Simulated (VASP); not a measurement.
Ta4H3:

```
CELL_PARAMETERS angstrom
4.38905 0.00000 0.00000
0.00000 4.38905 0.00000
0.00000 0.00000 4.54273
ATOMIC_POSITIONS crystal
Ta 0.25549 0.25549 0.25972
Ta 0.74451 0.74451 0.25972
Ta 0.74451 0.25549 0.74028
Ta 0.25549 0.74451 0.74028
H 0.00000 0.00000 0.00000
H 0.00000 0.00000 0.50000
H 0.50000 0.50000 0.00000
```

```yaml
Program: VASP 6.6.1
Task: relaxation of cell and atoms
Functional: PBE
Potentials_or_basis: VASP PAW PBE potentials, release 64 (Ta_pv, H)
Cutoff: 600 eV
k_mesh: 4 × 4 × 4
Occupations: gaussian, width 0.2 eV
Spin: no spin polarisation
```

At the start: pressure -8.0 GPa; volume 12.50 Å³/atom.

**Question.** Where does the relaxation end?

**Answer.** Over 10 steps the energy falls by 72.2 meV/atom and the volume is 11.88 Å³/atom (-5.0 %); space group P-42m (No. 111, to 0.05 Å).

The path:
```tsv
step	energy change (eV)	largest force (eV/Å)	pressure (GPa)	volume (Å³)
1	0.0000	0.4483	-8.05	87.51
2	-0.0674	0.1848	10.44	79.78
3	-0.1502	0.2103	1.85	82.93
4	-0.2566	0.2463	1.93	82.79
5	-0.1991	2.2484	4.34	81.99
6	-0.3323	0.8756	2.38	82.55
7	-0.3945	0.8516	0.85	83.04
8	-0.4638	0.6993	-2.70	84.27
9	-0.5011	0.2241	-1.18	83.48
10	-0.5053	0.0271	-0.43	83.13
```

Final structure:
```
Ta H
1.0
     4.07952    0.00000    0.00000
     0.00000    4.07952    0.00000
     0.00000    0.00000    4.99500
Ta H
4 3
Cartesian
  1.0388 1.0388 1.2891
  3.0408 3.0408 1.2891
  3.0408 1.0388 3.7059
  1.0388 3.0408 3.7059
  0.0000 0.0000 0.0000
  0.0000 0.0000 2.4975
  2.0398 2.0398 0.0000
```

Caveat: the relaxation stopped at a loose force limit of 0.08 eV/Å, so its end isn't a converged minimum.
